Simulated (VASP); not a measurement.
Write the native input for VASP 6.6.1 that does the following.

```
Task                   : single point
Functional             : PBE
Potentials or basis    : VASP PAW PBE potentials, release 64 (Pd)
Cutoff                 : 520 eV
k mesh                 : 12 × 12 × 12
Occupations            : gaussian, width 0.013 eV
Spin                   : no spin polarisation
Dipole correction      : no
Further INCAR settings : ALGO = Fast; EDIFF = 1e-07; NBANDS = 11
```

The structure of Pd lies in POSCAR:

```
Pd
1.0
    0.0000000000      1.9465000000      1.9465000000
    1.9465000000      0.0000000000      1.9465000000
    1.9465000000      1.9465000000      0.0000000000
Pd
1
Direct
    0.0000000000      0.0000000000      0.0000000000
```

These files were run (other wordings do the same):

INCAR

```
  PREC = Accurate
  ENCUT = 520
  EDIFF = 1E-7
  ISMEAR = 0
  SIGMA = 0.013000000000000001
  LREAL = F
  LASPH = T
  NELM = 60
  ALGO = Fast
  ISIF = 2
  LWAVE = F
  LCHARG = F
  GGA = PE
  NBANDS = 11
```

KPOINTS

```
Automatic mesh
0
Gamma
  12 12 12
```

Potentials or basis: VASP PAW PBE potentials, release 64 (Pd).

The run is started by

```console
$ cat potpaw_PBE.64/Pd/POTCAR > POTCAR
$ mpirun -np 1 vasp_std > vasp.out
```

Results of the run:

```yaml
Pressure: 6.6 GPa
Band_gap_on_the_k_mesh: zero (band 5 reaches 10.06 eV, above the bottom of band 6 at 8.48 eV)
```

Run time: 4.9 s on 1 thread of Intel(R) Xeon(R) 6975P-C (Granite Rapids), with other jobs on the host, peak memory 0.12 GiB.
